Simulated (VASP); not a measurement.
# C: single point with PBE

C:

```
C
1.0
     0.00000    1.77500    1.77500
     1.77500    0.00000    1.77500
     1.77500    1.77500    0.00000
C
2
Direct
  0.75000 0.75000 0.75000
  0.50000 0.50000 0.50000
```

| Property | Result |
| --- | --- |
| Program | VASP 6.6.1 |
| Task | single point |
| Functional | PBE |
| Potentials or basis | VASP PAW PBE potentials, release 64 (C) |
| Cutoff | 520 eV |
| k mesh | 10 × 10 × 10 |
| Occupations | gaussian, width 0.05 eV |
| Spin | no spin polarisation |
| Dipole correction | no |
| Further INCAR settings | ALGO = Normal; EDIFF = 1e-06; NBANDS = 11 |

```yaml
Pressure: 8.9 GPa
Band_gap_on_the_k_mesh: 4.20 eV, indirect (least direct gap 5.63 eV)
```

Levels at points of the mesh, in eV from the valence-band top:
```
           k point  band 2  band 3  band 4  band 5  band 6  band 7
(0.00, 0.00, 0.00)    0.00    0.00    0.00    5.63    5.63    5.63
(0.50, 0.00, 0.00)  -13.53   -2.84   -2.84    8.52    8.52    9.04
(0.50, 0.50, 0.00)  -12.86   -6.38   -6.38    4.79    4.79   17.02
```

Run time: 3.8 s on 1 thread of AMD EPYC 9R45 96-Core Processor (Zen 5) (shared host), peak memory 0.09 GiB.

A k mesh can miss the band edges. A hybrid or GW would open this gap; PBE tends to underestimate it.
